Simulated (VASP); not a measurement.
# MgB2 (P6/mmm) in VASP: a series of runs, part 3 of 3

VASP 6.6.1. The steps go on from the part before.

**4. Electric field gradients, LDA (volume scaled by 1.02)**

File INCAR:

```
SYSTEM = MgB2
ALGO     = Normal         ! electronic algorithm
EDIFF    = 1E-8           ! SCF threshold, eV
ENCUT    = 520            ! plane-wave cutoff, eV
GGA      = CA             ! functional
ISIF     = 2              ! what is computed and relaxed
ISMEAR   = -1             ! smearing method
LASPH    = .TRUE.         ! aspherical terms in the spheres
LCHARG   = .FALSE.        ! write CHGCAR
LEFG     = .TRUE.       
LREAL    = .FALSE.        ! projectors in reciprocal space
LWAVE    = .FALSE.        ! write WAVECAR
NBANDS   = 11             ! bands
NELM     = 100            ! most SCF steps
PREC     = Accurate       ! precision mode
SIGMA    = 0.05           ! smearing width, eV
```

File KPOINTS:

```
k-points
0
G
  12 12 9
  0 0 0
```

File POSCAR:

```
MgB2
1.0
    3.1054317692      0.0000000000      0.0000000000
   -1.5527158846      2.6893828019      0.0000000000
    0.0000000000      0.0000000000      3.5463318058
Mg B
1 2
Direct
    0.0000000000      0.0000000000      0.0000000000
    0.3333333333      0.6666666667      0.5000000000
    0.6666666667      0.3333333333      0.5000000000
```

Potentials or basis: VASP PAW LDA potentials, release 64 (Mg, B).

Launch:

```sh
> cat potpaw_LDA.64/Mg/POTCAR potpaw_LDA.64/B/POTCAR > POTCAR
> mpirun -np 1 vasp_std > vasp.out
```

OUTCAR:

```text
SYSTEM = MgB2
   EDIFF = 1E-8
   ENCUT = 520
   GGA = CA
   ISIF = 2
   ISMEAR = -1
   LASPH = .TRUE.
   LREAL = .FALSE.
   NELM = 100
   PREC = Accurate

 ion  position               nearest neighbor table
   1  0.000  0.000  0.000-   2 2.52   3 2.52   2 2.52   3 2.52   3 2.52   3 2.52   2 2.52   2 2.52
                             3 2.52   3 2.52   2 2.52   2 2.52
   2  0.333  0.667  0.500-   3 1.79   3 1.79   3 1.79   1 2.52   1 2.52   1 2.52   1 2.52   1 2.52
                             1 2.52
   3  0.667  0.333  0.500-   2 1.79   2 1.79   2 1.79   1 2.52   1 2.52   1 2.52   1 2.52   1 2.52
                             1 2.52

  LATTYP: Found a hexagonal cell.
 ALAT       =     3.1054317692
 C/A-ratio  =     1.1419770484

  Lattice vectors:

 A1 = (   3.1054317692,   0.0000000000,   0.0000000000)
 A2 = (  -1.5527158846,   2.6893828019,   0.0000000000)
 A3 = (   0.0000000000,   0.0000000000,   3.5463318058)

Analysis of symmetry for initial positions (statically):
=====================================================================
 Subroutine PRICEL returns:
 Original cell was already a primitive cell.

 Routine SETGRP: Setting up the symmetry group for a
 hexagonal supercell.

 Subroutine GETGRP returns: Found 24 space group operations
 (whereof 24 operations were pure point group operations)
 out of a pool of 24 trial point group operations.

The static configuration has the point symmetry D_6h.

Analysis of symmetry for dynamics (positions and initial velocities):
=====================================================================
 Subroutine PRICEL returns:
 Original cell was already a primitive cell.

 Routine SETGRP: Setting up the symmetry group for a
 hexagonal supercell.

 Subroutine GETGRP returns: Found 24 space group operations
 (whereof 24 operations were pure point group operations)
 out of a pool of 24 trial point group operations.

The dynamic configuration has the point symmetry D_6h.

 Subroutine INISYM returns: Found 24 space group operations
 (whereof 24 operations are pure point group operations),
 and found     1 'primitive' translations

----------------------------------------------------------------------------------------

                                     Primitive cell

  volume of cell :      29.6179

  direct lattice vectors                    reciprocal lattice vectors
     3.105431769  0.000000000  0.000000000     0.322016413  0.185916263  0.000000000
    -1.552715885  2.689382802  0.000000000     0.000000000  0.371832526  0.000000000
     0.000000000  0.000000000  3.546331806     0.000000000  0.000000000  0.281981511

  length of vectors
     3.105431769  3.105431769  3.546331806     0.371832526  0.371832526  0.281981511

  position of ions in fractional coordinates (direct lattice)
     0.000000000  0.000000000  0.000000000
     0.333333333  0.666666667  0.500000000
     0.666666667  0.333333333  0.500000000

  ion indices of the primitive-cell ions
   primitive index   ion index
                 1           1
                 2           2
[... 88 lines left out ...]
   ISMEAR =    -1;   SIGMA  =   0.05  broadening in eV -4-tet -1-fermi 0-gaus
   EFERMI_NEDOS =   21; number of points for ismear=-14 and -15
   IALGO  =     38    algorithm
   IMIX   =      4    mixing-type and parameters
     AMIX     =   0.40;   BMIX     =  1.00
     AMIX_MAG =   1.60;   BMIX_MAG =  1.00
  volume/ion in A,a.u.               =       9.87        66.62
  Fermi-wavevector in a.u.,A,eV,Ry     =   1.058246  1.999796 15.236969  1.119886
  Thomas-Fermi vector in A             =   2.193549
   LORBIT       =      0    0 simple, 1 ext, 2 COOP (PROOUT), +10 PAW based schemes
   GGA     = CA    functional components
   LHFCALC =     F    Hartree Fock is set to
   AEXX    =    0.0000 exact exchange contribution
   IVDW    =     0    specifies the selected vdW correction
   LEPSILON=     F    determine dielectric tensor
   LRPA    =     F    only Hartree local field effects (RPA)
 non-spin polarized calculation
  energy-cutoff  :      520.00
  volume of cell :       29.62
 maximum number of plane-waves:       812
 NGX is ok and might be reduce to    24
   NGX = 11   NGY = 11   NGZ = 13

 number of electron       8.0000000 magnetization

 Free energy of the ion-electron system (eV)
  ---------------------------------------------------
  ext. energy  EPLUGINS =         0.00000000
  ---------------------------------------------------
  free energy    TOTEN  =       -17.21838908 eV

  energy without entropy =      -17.21409571  energy(sigma->0) =      -17.21624240

 E-fermi :   5.0348     XC(G=0): -11.0170

 val. band max:        4.9761539389   @ k =   0.0833   0.0000   0.2222
 cond. band min:       5.0402408727   @ k =   0.4167   0.1667   0.1111
 fundamental gap:      0.0640869337
 Fermi energy:         5.0348359042

 k-point     1 :       0.0000    0.0000    0.0000
  band No.  band energies     occupation
      1      -7.1031      2.00000
      2       2.1820      2.00000
      3       5.4057      0.00120
      4       5.4057      0.00120
      5       6.6709      0.00000
      6      11.2466      0.00000
      7      11.2466      0.00000
      8      13.0691      0.00000
      9      14.7103      0.00000
     10      17.3782      0.00000
     11      20.8992      0.00000
[... 309 lines left out ...]
 k-point    24 :       0.3333    0.0000    0.1111
  band No.  band energies     occupation
      1      -5.1404      2.00000
      2       0.1526      2.00000
      3       3.2345      2.00000
      4       3.3932      2.00000
      5       8.8213      0.00000
      6       9.6141      0.00000
      7      10.3177      0.00000
      8      14.2283      0.00000
      9      16.6393      0.00000
     10      17.3710      0.00000
     11      17.6386      0.00000

 [... further k-points ...]
[... 5 lines left out ...]
  --------------------------------------------------------------------------------------
  -------------------------------------------------------------------------------------
  Total       -2.1350478     -2.1350478     -1.7061171      0.0000000     -0.0000000      0.0000000
  in kB     -115.4952719   -115.4952719    -92.2922954      0.0000000     -0.0000000      0.0000000
  external PRESSURE =    -107.7609464 kB  Pullay stress =       0.0000000 kB

 VOLUME and BASIS-vectors are now :
 -----------------------------------------------------------------------------
  energy-cutoff  :      520.00
  volume of cell :       29.62
      direct lattice vectors                 reciprocal lattice vectors
     3.105431769  0.000000000  0.000000000     0.322016413  0.185916263  0.000000000
    -1.552715885  2.689382802  0.000000000     0.000000000  0.371832526  0.000000000
     0.000000000  0.000000000  3.546331806     0.000000000  0.000000000  0.281981511

 POSITION                                       TOTAL-FORCE (eV/Angst)
 -----------------------------------------------------------------------------------
      0.00000      0.00000      0.00000         0.000000      0.000000      0.000000
     -0.00000      1.79292      1.77317         0.000000     -0.000000     -0.000000
      1.55272      0.89646      1.77317        -0.000000      0.000000      0.000000
 -----------------------------------------------------------------------------------
    total drift:                                0.000000     -0.000000      0.000000

  FREE ENERGIE OF THE ION-ELECTRON SYSTEM (eV)
  ---------------------------------------------------
  free  energy   TOTEN  =       -17.2183890833 eV

  energy  without entropy=      -17.2140957103  energy(sigma->0) =      -17.21624240

 Electric field gradients (V/A^2)
---------------------------------------------------------------------
 ion       V_xx      V_yy      V_zz      V_xy      V_xz      V_yz
---------------------------------------------------------------------
   1       0.180     0.180    -0.360    -0.000    -0.000    -0.000
   2      -9.947    -9.947    19.894     0.000     0.000    -0.000
   3      -9.947    -9.947    19.894     0.000     0.000     0.000
---------------------------------------------------------------------

 Electric field gradients after diagonalization (V/A^2)
 (convention: |V_zz| > |V_xx| > |V_yy|)
----------------------------------------------------------------------
 ion       V_xx      V_yy      V_zz     asymmetry (V_yy - V_xx)/ V_zz
----------------------------------------------------------------------
   1       0.180     0.180    -0.360       0.000
   2      -9.947    -9.947    19.894       0.000
   3      -9.947    -9.947    19.894       0.000
----------------------------------------------------------------------

           NMR quadrupolar parameters

 Cq : quadrupolar parameter    Cq=e*Q*V_zz/h
 eta: asymmetry parameters     (V_yy - V_xx)/ V_zz
 Q  : nuclear electric quadrupole moment in mb (millibarn)
----------------------------------------------------------------------
 ion       Cq(MHz)       eta       Q (mb)
----------------------------------------------------------------------
   1      -0.001       0.000       1.000
   2       0.048       0.000       1.000
   3       0.048       0.000       1.000
----------------------------------------------------------------------
```

Run time: 37 s. Hardware: 1 thread of Intel Xeon 6975P-C, shared host; peak memory 0.15 GiB.

What came out:

```
Free energy            : -17.2184 eV
Pressure               : -10.8 GPa
Band gap on the k mesh : zero (band 4 reaches 6.84 eV, above the bottom of band 5 at 3.20 eV)
```

Levels at points of the mesh, in eV from the Fermi level:
```tsv
k point	band 1	band 2	band 3	band 4	band 5	band 6	band 7	band 8	band 9
(0.00, 0.00, 0.00)	-12.14	-2.85	0.37	0.37	1.64	6.21	6.21	8.03	9.68
(0.50, 0.00, 0.00)	-8.31	-7.65	-2.11	0.26	3.04	3.89	5.25	6.84	12.21
```

Electric field gradients, principal values (V/Å²):
```tsv
atom	least	middle	greatest (by size)
1 Mg	0.180	0.180	-0.360
2 B	-9.947	-9.947	19.894
3 B	-9.947	-9.947	19.894
```

Caveat: without QUAD_EFG the Cq values of the log hold for a quadrupole moment of 1 mb, not for the nuclei.

**5. Overview**

```csv
cell,gap on the mesh (eV),pressure (GPa)
"a = 3.075, b = 3.075, c = 3.511 Å, angles 90.0, 90.0, 120.0°, 3 atoms",none,-6.8
"a = 3.095, b = 3.095, c = 3.535 Å, angles 90.0, 90.0, 120.0°, 3 atoms",none,-9.5
"a = 3.105, b = 3.105, c = 3.546 Å, angles 90.0, 90.0, 120.0°, 3 atoms",none,-10.8
```

Alike in all rows: task electric field gradients; level LDA; potentials or basis VASP PAW LDA potentials, release 64 (Mg, B); no spin polarisation; k mesh 12 × 12 × 9; cutoff (eV) 520; smearing fermi-dirac 0.05 eV.

Absolute energies hang on the potentials; compare differences alone.
